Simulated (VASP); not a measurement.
A run of VASP 6.6.1 is set up as follows.

INCAR

```
PREC = Accurate
ENCUT = 520
EDIFF = 1E-7
ISMEAR = 0
SIGMA = 0.02
LREAL = F
LASPH = T
NELM = 80
ALGO = Normal
ISIF = 2
LWAVE = F
LCHARG = T
GGA = PE
LELF = T
LVHAR = T
NBANDS = 10
```

KPOINTS

```
Automatic mesh
0
Gamma
  8 8 4
```

File POSCAR:

```
H
1.0
    1.7909166752     -2.8780330163      0.0000000000
    1.7909166752      2.8780330163      0.0000000000
    0.0000000000      0.0000000000      6.8446336076
H
4
Direct
    0.5534732956      0.4465267044      0.9685967872
    0.4465267044      0.5534732956      0.0314032128
    0.4465267044      0.5534732956      0.4685967872
    0.5534732956      0.4465267044      0.5314032128
```

Potentials or basis: VASP PAW PBE potentials, release 64 (H).

The run is started by

```console
$ cat potpaw_PBE.64/H/POTCAR > POTCAR
$ mpirun -np 1 vasp_std > vasp.out
```

Task: Estimate the pressure.

Result: -0.1 GPa.

Task: Estimate the band gap on the k mesh.

Result: 8.84 eV, indirect (least direct gap 8.99 eV).

Forces on the atoms (eV/Å):
```
H    0.000  0.016  0.011
H    0.000 -0.016 -0.011
H    0.000 -0.016  0.011
H    0.000  0.016 -0.011
```

 A k mesh can miss the band edges.
